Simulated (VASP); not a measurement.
Set up this calculation in VASP 6.6.1, as the native input.

```yaml
Task: single point
Functional: PBE
Dispersion: D3(BJ)
Potentials_or_basis: VASP PAW PBE potentials, release 64 (As_d)
Cutoff: 400 eV
k_mesh: 9 × 9 × 1
Occupations: gaussian, width 0.05 eV
Spin: no spin polarisation
Dipole_correction: yes
Further_INCAR_settings: ALGO = Normal; EDIFF = 1e-06; NBANDS = 38; NELMDL = -8
```

The structure of As lies in POSCAR:

```
As
1.0
    3.5716243461      0.0000000000      0.0000000000
   -1.7858121731      3.0931174165      0.0000000000
    0.0000000000      0.0000000000     20.2951239530
As
4
Direct
    0.3333333333      0.6666666667      0.2217281358
    0.6666666667      0.3333333333      0.2905900940
    0.6666666667      0.8333333333      0.4517125393
    1.0000000000      0.5000000000      0.5205744975
```

This cell differs from its parent crystal: layers slid over each other.

One way to write it, as run:

INCAR

```
PREC = Accurate
ENCUT = 400
EDIFF = 1E-6
ISMEAR = 0
SIGMA = 0.05
LREAL = False
LASPH = True
NELM = 120
ALGO = Normal
ISIF = 2
LWAVE = False
LCHARG = False
LDIPOL = True
IDIPOL = 3
DIPOL = 0.5 0.5 0.371
GGA = PE
IVDW = 12
NBANDS = 38
GGA_COMPAT = False
NELMDL = -8
```

KPOINTS

```
Automatic mesh
0
Gamma
  9 9 1
```

Potentials or basis: VASP PAW PBE potentials, release 64 (As_d).

Launch:

```sh
$ cat potpaw_PBE.64/As_d/POTCAR > POTCAR
$ mpirun -np 1 vasp_std > vasp.out
```

It gave:

- Largest force: 0.038 eV/Å
- Band gap on the k mesh: 0.94 eV (least direct gap 1.55 eV)
- Dispersion energy per atom: -0.273 eV

Caveat: the cell differs from its parent crystal (layers slid over each other).

It took 3.6 min on 1 thread of Intel(R) Xeon(R) Platinum 8259CL CPU @ 2.50GHz (Skylake/Cascade Lake), with other jobs on the host, peak memory 0.32 GiB.
